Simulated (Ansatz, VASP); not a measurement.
Al: VASP beside Ansatz

POSCAR

```
Al
1.0
   -1.6150869704      1.6150869704      1.5673504096
    1.6150869704     -1.6150869704      1.5673504096
    1.6150869704      1.6150869704     -1.5673504096
Al
1
Direct
    0.0000000000      0.0000000000      0.0000000000
```

INCAR.step1

```
PREC = Accurate ; ENCUT = 520
ISMEAR = 0 ; SIGMA = 0.15
LREAL = F ; LASPH = T
NELM = 100 ; NBANDS = 8
GGA = PE ; ALGO = Normal
EDIFF = 1E-4 ; LWAVE = T
LCHARG = F
```

INCAR.step2

```
PREC = Accurate ; ENCUT = 520
EDIFF = 1E-6 ; ISMEAR = 0
SIGMA = 0.15 ; LREAL = F
LASPH = T ; NELM = 100
ALGO = Normal ; ISIF = 2
LWAVE = F ; LCHARG = F
METAGGA = R2SCAN ; LMIXTAU = T
NBANDS = 8 ; ISTART = 1
```

The input KPOINTS:

```
Automatic mesh
0
Gamma
  20 20 20
```

Input for Ansatz:

```yaml
crystal:
  lattice:
    - [-1.6150869704, 1.6150869704, 1.5673504096]
    - [1.6150869704, -1.6150869704, 1.5673504096]
    - [1.6150869704, 1.6150869704, -1.5673504096]
  atoms:
    - { symbol: Al, position: [0.0, 0.0, 0.0] }
basis:
  ecutwfc: 500
kpoints:
  mp_grid: { grid: [20, 20, 20] }
hamiltonian:
  xc: r2scan
scf:
  occupations: { method: gaussian, width: 0.15 }
output:
  forces: true
  stress: true
  eigenvalues: true
```

Change from the starting cell: strain +0.015 along x and y, -0.015 along z, atoms carried along.

Alike in both runs: task single point; functional r2SCAN; k mesh 20 × 20 × 20; occupations gaussian, width 0.15 eV; no spin polarisation.

|  | VASP | Ansatz |
| --- | --- | --- |
| version | VASP 6.6.1 | Ansatz 0.2.0 |
| potentials or method | VASP PAW PBE potentials, release 64 (Al), cutoff 520 eV | scalar-relativistic, plane waves, PAW |
| valence electrons in the cell | 3 | 3 |

```tsv
	VASP	Ansatz	Ansatz less VASP
gap on the k mesh at the Fermi level (eV)	none	none	-
pressure (GPa)	-1.1	-0.8	+0.30
traceless stress, the component that is largest in VASP (GPa)	-0.97	-0.97	+0.001
```

VASP's potentials were made for PBE, not for r2SCAN. A gap of «none» marks a metal or a gap that the smearing closes.
